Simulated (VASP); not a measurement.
A run of VASP 6.6.1 is set up as follows.

File INCAR:

```
PREC = Accurate
ENCUT = 520
EDIFF = 1E-7
ISMEAR = -1
SIGMA = 0.05
LREAL = Auto
LASPH = T
NELM = 60
ALGO = Normal
ISIF = 2
LWAVE = F
LCHARG = F
GGA = PE
NBANDS = 33
```

File KPOINTS:

```
Automatic mesh
0
Gamma
  1 1 1
```

File POSCAR:

```
H10SO4
1.0
    5.4513620000      0.0000000000      0.0000000000
    0.0000000000      5.4513620000      0.0000000000
    0.0000000000      0.0000000000      5.4513620000
O H S
4 10 1
Direct
    0.7451532296      0.4124290407      0.7365865631
    0.1982807232      0.0624064225     -0.0217376868
    0.7572969838      0.8287653618      0.1421296182
    0.5822214705      0.8658386656      0.6051882080
    0.9195133253      0.3998083415      0.6936981987
    0.6722723606      0.2592196225      0.6755375996
    0.2701710141      0.1754790821      0.0891336881
    0.3306513125     -0.0285983576     -0.0957558863
    0.7363664347      0.6704746447      0.0719820111
    0.8812843469      0.9306665013      0.0404852952
    0.6349972722      0.9032238182      0.4414309672
    0.6191296781      0.6937165428      0.6610091203
    0.3522422470      0.6347587997      0.4343868560
    0.0300475367      0.6457101913      0.3238089857
    0.1885216942      0.4617928510      0.4055867139
```

Potentials or basis: VASP PAW PBE potentials, release 64 (O, H, S).

Launch:

```sh
$ cat potpaw_PBE.64/O/POTCAR potpaw_PBE.64/H/POTCAR potpaw_PBE.64/S/POTCAR > POTCAR
$ mpirun -np 1 vasp_gam > vasp.out
```

(1) Predict the pressure.

(2) What does it give for the band gap on the k mesh?

(3) What does it give for the largest force?

## Answers

(1) 2.1 GPa.

(2) 4.31 eV.

(3) 2.589 eV/Å.

Caveat: the k points lie up to 1.15 Å⁻¹ apart.
